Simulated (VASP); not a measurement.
TiRh, 2 atoms in the cell. Symmetry: P4/mmm, No. 123, tetragonal system. The conventional cell has a = 3.063 Å, b = 3.063 Å, c = 3.350 Å, α = 90.00°, β = 90.00°, γ = 90.00°. Within 3.6 Å of Ti (site symmetry 4/mmm) lie 8 Rh at 2.74 Å and 6 Ti at 3.06 to 3.35 Å. Within 3.6 Å of Rh (site symmetry 4/mmm) lie 8 Ti at 2.74 Å and 6 Rh at 3.06 to 3.35 Å.  This cell differs from its parent crystal: strain +0.0250 x Voigt [1, 1, 0, 0, 0, 0].

* Program: VASP 6.6.1
* Task: single point
* Functional: r2SCAN
* Potentials or basis: VASP PAW PBE potentials, release 64 (Ti_sv, Rh_pv)
* Cutoff: 520 eV
* k mesh: 16 × 16 × 14
* Occupations: gaussian, width 0.15 eV
* Spin: no spin polarisation
* Dipole correction: no
* Further INCAR settings: ALGO = Normal; EDIFF = 1e-06; NBANDS = 20

Potentials or basis: VASP PAW PBE potentials, release 64 (Ti_sv, Rh_pv).

Command:

```console
$ cat potpaw_PBE.64/Ti_sv/POTCAR potpaw_PBE.64/Rh_pv/POTCAR > POTCAR
$ cp INCAR.step1 INCAR
$ mpirun -np 1 vasp_std > vasp.out
$ cp INCAR.step2 INCAR
$ mpirun -np 1 vasp_std > vasp.out
```

Hardware: 1 thread of Intel Xeon 8259CL, with other jobs on the host.

Problem. Estimate the wall time of this run.

Solution. It took 16 min on 1 thread of Intel Xeon 8259CL, on a shared host, peak memory 0.34 GiB. Counts: k points 360.
